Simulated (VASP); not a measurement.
## TePtSe3: relaxation of cell and atoms with PBE

TePtSe3:

```
Te Pt Se
1.0
     3.81273    0.00000    0.00000
     0.00000    3.81273    0.00000
     0.00000    0.00000    9.55459
Te Pt Se
1 1 3
Direct
  0.00000 0.00000 0.50000
  0.00000 0.00000 0.00000
  0.50000 0.50000 0.50000
  0.50000 0.50000 0.88072
  0.50000 0.50000 0.11928
```

The cell was generated, and may not be a known phase.

```json
{"Program": "VASP 6.6.1", "Task": "relaxation of cell and atoms", "Functional": "PBE", "Potentials or basis": "VASP PAW PBE potentials, release 64 (Te, Pt, Se)", "Cutoff": "600 eV", "k mesh": "10 × 10 × 4", "Occupations": "gaussian, width 0.1 eV", "Spin": "no spin polarisation", "Dipole correction": "no", "Further INCAR settings": "ALGO = Normal; EDIFF = 1e-06; IBRION = 2; EDIFFG = -0.01; NSW = 100; ISIF = 3"}
```

```yaml
Relaxed_volume: 27.90 Å³/atom
Relaxed_cell: a = 3.814 Å, b = 3.814 Å, c = 9.589 Å, α = 90.00°, β = 90.00°, γ = 90.00°
Space_group_after_relaxing_to_0.1_Å: P4/mmm (No. 123)
Energy_gained_by_relaxing: 0.6 meV/atom
Ionic_steps: 4
Pressure_after_relaxing: 0.0 GPa
Largest_force_after_relaxing: 0.008 eV/Å
Band_gap_on_the_k_mesh: zero (bands 17 and 18 overlap by 1.64 eV)
```

Forces on the atoms (eV/Å):
```
Te   0.000  0.000  0.000
Pt   0.000  0.000  0.000
Se   0.000  0.000  0.000
Se   0.000  0.000  0.008
Se   0.000  0.000 -0.008
```

The path:
| step | energy change (eV) | largest force (eV/Å) | pressure (GPa) | volume (Å³) |
| --- | --- | --- | --- | --- |
| 1 | 0.0000 | 0.2542 | 0.41 | 138.89 |
| 2 | 0.0002 | 0.2491 | -0.47 | 140.34 |
| 3 | -0.0027 | 0.0023 | -0.03 | 139.59 |
| 4 | -0.0028 | 0.0084 | 0.03 | 139.50 |

Final structure:
```xyz
5
Lattice="3.8142 0.0000 0.0000 0.0000 3.8142 0.0000 0.0000 0.0000 9.5892" Properties=species:S:1:pos:R:3 pbc="T T T"
Te    0.0000    3.8142    4.7946
Pt    0.0000    0.0000    0.0000
Se    1.9071    1.9071    4.7946
Se    1.9071    1.9071    8.4394
Se    1.9071    1.9071    1.1498
```

Levels at points of the mesh, in eV from the Fermi level:
| k point | band 13 | band 14 | band 15 | band 16 | band 17 | band 18 | band 19 | band 20 | band 21 |
| --- | --- | --- | --- | --- | --- | --- | --- | --- | --- |
| (0.00, 0.00, 0.00) | -2.87 | -2.25 | -1.55 | -0.68 | 0.85 | 0.85 | 1.01 | 1.90 | 2.98 |
| (0.50, 0.00, 0.00) | -1.97 | -1.67 | -1.61 | -1.23 | -0.98 | -0.78 | -0.26 | 0.71 | 2.52 |
| (0.50, 0.50, 0.00) | -1.89 | -1.46 | -1.22 | -1.11 | -0.76 | 0.55 | 0.55 | 2.57 | 4.44 |
| (0.00, 0.00, 0.50) | -2.87 | -2.25 | -1.55 | -0.67 | 0.86 | 0.86 | 0.93 | 1.19 | 2.98 |
| (0.50, 0.00, 0.50) | -2.07 | -1.70 | -1.61 | -1.23 | -0.98 | -0.78 | -0.25 | 0.70 | 1.82 |
| (0.50, 0.50, 0.50) | -1.89 | -1.46 | -1.16 | -1.15 | -0.57 | 0.60 | 0.60 | 2.02 | 3.88 |

Run time: 4.1 min on 1 thread of Intel(R) Xeon(R) 6975P-C (Granite Rapids) (shared host), peak memory 0.44 GiB.

Caveat: spin-orbit coupling is left out, which moves the levels of the heavy elements; this functional lacks dispersion, which binds layers or chains, so the pressure and a relaxed spacing across them are unreliable.
